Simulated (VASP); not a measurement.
Runs of VASP 6.6.1 on La. The structure is that of space group P6_3/mmc (No. 194), or close to it. The cells are those of the table. 

```tsv
task	cell	cutoff (eV)	gap on the mesh (eV)	pressure (GPa)
single point	a = 3.524, b = 3.524, c = 5.894 Å, angles 90.0, 90.0, 120.0°, 2 atoms	520	none	(a)
single point	a = 3.792, b = 3.792, c = 6.149 Å, angles 90.0, 90.0, 120.0°, 2 atoms	520	none	0.1
relaxation of cell and atoms	relaxed from a = 3.750, b = 3.750, c = 6.070 Å, angles 90.0, 90.0, 120.0°, 2 atoms	600	none	0.0
relaxation of cell and atoms	relaxed to 5 GPa from a = 3.750, b = 3.750, c = 6.070 Å, angles 90.0, 90.0, 120.0°, 2 atoms	600	none	5.0
```

Alike in all rows: level r2SCAN; potentials or basis VASP PAW PBE potentials, release 64 (La); no spin polarisation; k mesh 7 × 7 × 4; smearing fermi-dirac 0.1 eV.

Q: Estimate the missing entries.

A: (a) 5.2.

Caveats: the PAW data sets were made with another functional, which shifts forces and pressure a little; spin-orbit coupling is left out, which moves the levels of the heavy elements; the cell stands under pressure (at least some runs); the cell is relaxed towards a set pressure, so the run minimises the enthalpy, not the energy (at least some runs).

A k mesh can miss the band edges, and the runs leave out spin-orbit coupling on La.

A gap of «none» marks levels without a gap at the run's occupations.
